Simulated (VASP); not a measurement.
# PbF2 in VASP: a series of runs, part 2 of 2

VASP 6.6.1.

### Step 3. Single point, PBE (atom 2 (F) moved 0.08 Å along y)

The input, INCAR:

```
SYSTEM = PbF2
PREC = Accurate
ENCUT = 520
EDIFF = 1E-7
ISMEAR = 0
SIGMA = 0.05
LREAL = .FALSE.
LASPH = .TRUE.
NELM = 80
ALGO = Normal
ISIF = 2
LWAVE = .FALSE.
LCHARG = .FALSE.
GGA = PE
NBANDS = 21
```

The input, KPOINTS:

```
regular mesh
0
G
  10 10 10
  0 0 0
```

The input, POSCAR:

```
PbF2
1.0
    0.0000000000      3.0003644987      3.0003644987
    3.0003644987      0.0000000000      3.0003644987
    3.0003644987      3.0003644987      0.0000000000
Pb F
1 2
Direct
    0.0000000000      0.0000000000      0.0000000000
    0.2633317135      0.2366682865      0.2633317135
    0.7500000000      0.7500000000      0.7500000000
```

Potentials or basis: VASP PAW PBE potentials, release 64 (Pb_d, F).

The run is started by

```
$ cat potpaw_PBE.64/Pb_d/POTCAR potpaw_PBE.64/F/POTCAR > POTCAR
$ mpirun -np 1 vasp_std > vasp.out
```

It took 2.9 min on 1 thread of AMD EPYC 7R13 (Zen 3), shared host; peak memory 0.27 GiB.

The run converged. Its results:

* Free energy: -14.3438 eV
* Pressure: -0.1 GPa
* Largest force: 0.180 eV/Å
* Band gap on the k mesh: 4.36 eV (least direct gap 4.54 eV)

Forces in eV/Å, atoms in the order of the input:
```
Pb   0.000  0.044  0.000
F    0.000 -0.180  0.000
F    0.000  0.136  0.000
```

Stress tensor (GPa, compression positive):
```
-0.14  0.00 -0.51
 0.00 -0.08  0.00
-0.51  0.00 -0.14
```

Levels at points of the mesh, in eV from the valence-band top:
```
           k point  band 11  band 12  band 13  band 14  band 15  band 16  band 17  band 18
(0.00, 0.00, 0.00)    -2.29    -1.87    -1.80    -1.76     6.57     6.67     6.81    10.48
(0.50, 0.00, 0.00)    -2.41    -1.98    -1.91     0.00     5.02     7.34     7.63    13.09
(0.00, 0.50, 0.00)    -2.37    -2.04    -1.97    -0.12     4.92     7.36     7.67    13.11
(0.50, 0.50, 0.00)    -1.44    -1.41    -1.39    -0.19     4.36     7.70     7.72     8.99
(0.50, 0.00, 0.50)    -1.43    -1.40    -1.40    -0.21     4.36     7.60     7.83     8.97
```

Caveat: the cell differs from its parent crystal (atom 2 (F) moved 0.08 Å along y); spin-orbit coupling is left out, which moves the levels of the heavy elements.

### Step 4. Single point, PBE (atom 2 (F) moved 0.05 Å along z)

The input, INCAR:

```
PREC     = Accurate       # precision mode
ENCUT    = 520            # plane-wave cutoff, eV
EDIFF    = 1E-6           # SCF threshold, eV
ISMEAR   = 0              # smearing method
SIGMA    = 0.05           # smearing width, eV
LREAL    = False          # projectors in reciprocal space
LASPH    = True           # aspherical terms in the spheres
NELM     = 100            # most SCF steps
ALGO     = Normal         # electronic algorithm
ISIF     = 2              # what is computed and relaxed
LWAVE    = False          # write WAVECAR
LCHARG   = True           # write CHGCAR
GGA      = PE             # functional
LELF     = True           # ELF
LVHAR    = True         
NBANDS   = 21             # bands
```

The input, KPOINTS:

```
Automatic mesh
0
Gamma
  10 10 10
```

Changes to POSCAR since step 3:

```diff
@@ -9,3 +9,3 @@
     0.0000000000      0.0000000000      0.0000000000
-    0.2633317135      0.2366682865      0.2633317135
+    0.2583323210      0.2583323210      0.2416676790
     0.7500000000      0.7500000000      0.7500000000
```

The run is started by

```
$ cat potpaw_PBE.64/Pb_d/POTCAR potpaw_PBE.64/F/POTCAR > POTCAR
$ mpirun -np 1 vasp_std > vasp.out
```

It took 2.9 min on 1 thread of AMD EPYC 7R13 (Zen 3), shared host; peak memory 0.27 GiB.

Results (log left out):

```yaml
Free_energy: -14.3482 eV
Pressure: -0.2 GPa
Largest_force: 0.112 eV/Å
Band_gap_on_the_k_mesh: 4.38 eV (least direct gap 4.55 eV)
```

Forces in eV/Å, atoms in the order of the input:
```
Pb   0.000  0.000  0.027
F    0.000  0.000 -0.112
F    0.000  0.000  0.085
```

Stress tensor (GPa, compression positive):
```
-0.18 -0.32  0.00
-0.32 -0.18  0.00
 0.00  0.00 -0.16
```

Levels at points of the mesh, in eV from the valence-band top:
```tsv
k point	band 12	band 13	band 14	band 15	band 16	band 17
(0.00, 0.00, 0.00)	-1.82	-1.78	-1.75	6.63	6.70	6.78
(0.50, 0.00, 0.00)	-1.96	-1.91	0.00	5.03	7.42	7.60
(0.00, 0.00, 0.50)	-1.99	-1.95	-0.08	4.96	7.44	7.62
(0.50, 0.50, 0.00)	-1.38	-1.38	-0.18	4.39	7.67	7.80
(0.00, 0.50, 0.50)	-1.39	-1.37	-0.17	4.38	7.73	7.74
```

Caveat: the cell differs from its parent crystal (atom 2 (F) moved 0.05 Å along z); spin-orbit coupling is left out, which moves the levels of the heavy elements. A k mesh can miss the band edges.

### Step 5. Single point, PBE

The input, INCAR:

```
SYSTEM = PbF2
  PREC = Accurate
  ENCUT = 520
  EDIFF = 1E-6
  ISMEAR = 0
  SIGMA = 0.05
  LREAL = .FALSE.
  LASPH = .TRUE.
  NELM = 60
  ALGO = Normal
  ISIF = 2
  LWAVE = .FALSE.
  LCHARG = .FALSE.
  GGA = PE
  NBANDS = 21
```

The input, KPOINTS:

```
regular mesh
0
G
  10 10 10
  0 0 0
```

The input, POSCAR:

```
PbF2
1.0
   -0.0150018225      3.0003644987      3.0003644987
    2.9853626762      0.0000000000      2.9853626762
    3.0003644987      3.0003644987     -0.0150018225
Pb F
1 2
Direct
    0.0000000000      0.0000000000      0.0000000000
    0.2500000000      0.2500000000      0.2500000000
    0.7500000000      0.7500000000      0.7500000000
```

Potentials or basis: VASP PAW PBE potentials, release 64 (Pb_d, F).

The run is started by

```
$ cat potpaw_PBE.64/Pb_d/POTCAR potpaw_PBE.64/F/POTCAR > POTCAR
$ mpirun -np 1 vasp_std > vasp.out
```

OUTCAR:

```text
SYSTEM = PbF2
   PREC = Accurate
   ENCUT = 520
   EDIFF = 1E-6
   ISMEAR = 0
   LREAL = .FALSE.
   LASPH = .TRUE.
   NELM = 60
   ISIF = 2
   GGA = PE

 ion  position               nearest neighbor table
   1  0.000  0.000  0.000-   3 2.59   2 2.59   3 2.59   2 2.59   3 2.61   2 2.61   3 2.61   2 2.61

   2  0.250  0.250  0.250-   1 2.59   1 2.59   1 2.61   1 2.61
   3  0.750  0.750  0.750-   1 2.59   1 2.59   1 2.61   1 2.61

  LATTYP: Found a body centered orthorhombic cell.
 ALAT       =     4.2219403853
 B/A-ratio  =     1.0100502513
[... 198 lines left out ...]
      6     -12.9140      2.00000
[... 565 lines left out ...]
     20      16.4882      0.00000
     21      18.2312      0.00000

 [... further k-points ...]
[... 5 lines left out ...]
  --------------------------------------------------------------------------------------
  -------------------------------------------------------------------------------------
  Total       -0.0662904     -0.0661997     -0.0662904     -0.0000000      0.0000000      0.0920241
  in kB       -1.9661656     -1.9634746     -1.9661656     -0.0000000      0.0000000      2.7294231
  external PRESSURE =      -1.9652686 kB  Pullay stress =       0.0000000 kB

 VOLUME and BASIS-vectors are now :
 -----------------------------------------------------------------------------
  energy-cutoff  :      520.00
  volume of cell :       54.02
      direct lattice vectors                 reciprocal lattice vectors
    -0.015001822  3.000364499  3.000364499    -0.165817333  0.166646419  0.165817333
     2.985362676  0.000000000  2.985362676     0.167483838 -0.166646419  0.167483838
     3.000364499  3.000364499 -0.015001822     0.165817333  0.166646419 -0.165817333

 POSITION                                       TOTAL-FORCE (eV/Angst)
 -----------------------------------------------------------------------------------
      0.00000      0.00000      0.00000        -0.000000      0.000000     -0.000000
      1.49268      1.50018      1.49268         0.000000      0.021348      0.000000
      4.47804      4.50055      4.47804        -0.000000     -0.021348     -0.000000
 -----------------------------------------------------------------------------------
    total drift:                                0.000000     -0.000000      0.000000

  FREE ENERGIE OF THE ION-ELECTRON SYSTEM (eV)
  ---------------------------------------------------
  free  energy   TOTEN  =       -14.3505446076 eV

  energy  without entropy=      -14.3505446076  energy(sigma->0) =      -14.35054461
```

OSZICAR:

```text
N       E                     dE             d eps       ncg     rms          rms(c)
DAV:   1     0.301125712374E+03    0.30113E+03   -0.14660E+04  7246   0.150E+03
DAV:   2     0.114581322841E+02   -0.28967E+03   -0.27089E+03  7697   0.424E+02
DAV:   3    -0.155664278635E+02   -0.27025E+02   -0.26722E+02  8455   0.139E+02
DAV:   4    -0.163358402530E+02   -0.76941E+00   -0.76888E+00  8351   0.248E+01
DAV:   5    -0.163626760680E+02   -0.26836E-01   -0.26834E-01  9190   0.479E+00    0.808E+00
DAV:   6    -0.143641273319E+02    0.19985E+01   -0.91026E+00  9682   0.232E+01    0.275E+00
DAV:   7    -0.143579922045E+02    0.61351E-02   -0.48280E-01  7577   0.412E+00    0.160E+00
DAV:   8    -0.143526752877E+02    0.53169E-02   -0.10987E-01  7702   0.354E+00    0.549E-01
DAV:   9    -0.143493806744E+02    0.32946E-02   -0.21040E-02  9393   0.103E+00    0.107E-01
DAV:  10    -0.143505782823E+02   -0.11976E-02   -0.18804E-03  7505   0.419E-01    0.392E-02
DAV:  11    -0.143505348248E+02    0.43458E-04   -0.17121E-04  8492   0.124E-01    0.132E-02
DAV:  12    -0.143505465794E+02   -0.11755E-04   -0.58534E-05  7932   0.696E-02    0.117E-02
DAV:  13    -0.143505445826E+02    0.19968E-05   -0.20355E-05  8380   0.424E-02    0.269E-03
DAV:  14    -0.143505446076E+02   -0.25036E-07   -0.11142E-06  6995   0.699E-03
   1 F= -.14350545E+02 E0= -.14350545E+02  d E =-.195179E-21
```

Wall time 2.9 min (1 thread of AMD EPYC 7R13 (Zen 3), shared host); peak memory 0.27 GiB.

Results:

- Free energy: -14.3505 eV
- Pressure: -0.2 GPa
- Largest force: 0.021 eV/Å
- Band gap on the k mesh: 4.42 eV (least direct gap 4.56 eV)

Forces in eV/Å, atoms in the order of the input:
```
Pb   0.000  0.000  0.000
F    0.000  0.021  0.000
F    0.000 -0.021  0.000
```

Caveat: spin-orbit coupling is left out, which moves the levels of the heavy elements.

### Step 6. Single point, PBE

The input, INCAR:

```
PREC = Accurate
ENCUT = 520
EDIFF = 1E-7
ISMEAR = 0
SIGMA = 0.05
LREAL = False
LASPH = True
NELM = 60
ALGO = Normal
ISIF = 2
LWAVE = False
LCHARG = False
GGA = PE
NBANDS = 21
```

The input, KPOINTS:

```
Automatic mesh
0
Gamma
  10 10 10
```

The input, POSCAR:

```
PbF2
1.0
    0.0300036450      3.0003644987      3.0003644987
    3.0303681437      0.0000000000      3.0303681437
    3.0003644987      3.0003644987      0.0300036450
Pb F
1 2
Direct
    0.0000000000      0.0000000000      0.0000000000
    0.2500000000      0.2500000000      0.2500000000
    0.7500000000      0.7500000000      0.7500000000
```

Potentials or basis: VASP PAW PBE potentials, release 64 (Pb_d, F).

The run is started by

```
$ cat potpaw_PBE.64/Pb_d/POTCAR potpaw_PBE.64/F/POTCAR > POTCAR
$ mpirun -np 1 vasp_std > vasp.out
```

Wall time 2.9 min (1 thread of AMD EPYC 7R13 (Zen 3), shared host); peak memory 0.27 GiB.

The run converged. Its results:

| Property | Result |
| --- | --- |
| Free energy | -14.3492 eV |
| Pressure | -0.2 GPa |
| Largest force | 0.043 eV/Å |
| Band gap on the k mesh | 4.41 eV (least direct gap 4.56 eV) |

Forces on the atoms (eV/Å):
```
Pb   0.000  0.000  0.000
F    0.000 -0.043  0.000
F    0.000  0.043  0.000
```

Stress tensor (GPa, compression positive):
```
-0.17  0.00 -0.55
 0.00 -0.17  0.00
-0.55  0.00 -0.17
```

Levels at points of the mesh, in eV from the valence-band top:
```
           k point  band 11  band 12  band 13  band 14  band 15  band 16  band 17  band 18
(0.00, 0.00, 0.00)    -2.23    -1.80    -1.76    -1.73     6.59     6.72     6.85    10.53
(0.50, 0.00, 0.00)    -2.42    -1.94    -1.93     0.00     5.07     7.44     7.59    13.13
(0.00, 0.50, 0.00)    -2.41    -1.93    -1.93    -0.03     4.97     7.50     7.65    13.17
(0.50, 0.50, 0.00)    -1.37    -1.37    -1.36    -0.15     4.41     7.75     7.76     9.03
(0.50, 0.00, 0.50)    -1.38    -1.36    -1.36    -0.15     4.41     7.64     7.87     9.03
```

Caveat: spin-orbit coupling is left out, which moves the levels of the heavy elements. A k mesh can miss the band edges.

### Step 7. The runs side by side

| level | cell | gap on the mesh (eV) | pressure (GPa) | largest force (eV/Å) |
| --- | --- | --- | --- | --- |
| r2SCAN | a = 4.243 Å, angles 60.0°, 3 atoms, atomic positions A | 4.95 | -2.9 | - |
| PBE | a = 4.243 Å, angles 60.0°, 3 atoms, atomic positions B | 4.36 | -0.1 | 0.18 |
| PBE | a = 4.243 Å, angles 60.0°, 3 atoms, atomic positions C | 4.38 | -0.2 | 0.11 |
| PBE | a = 4.243, b = 4.222 Å, angles 60.2, 60.3, 60.2°, 3 atoms, atomic positions A | 4.42 | -0.2 | 0.02 |
| PBE | a = 4.243, b = 4.286 Å, angles 59.7, 59.3, 59.7°, 3 atoms, atomic positions A | 4.41 | -0.2 | 0.04 |

Alike in all rows: task single point; potentials or basis VASP PAW PBE potentials, release 64 (Pb_d, F); no spin polarisation; k mesh 10 × 10 × 10; cutoff (eV) 520; smearing gaussian 0.05 eV.

Caveats: spin-orbit coupling is left out, which moves the levels of the heavy elements; the PAW data sets were made with another functional, which shifts forces and pressure a little (at least some runs).

Absolute energies hang on the potentials; compare differences alone.
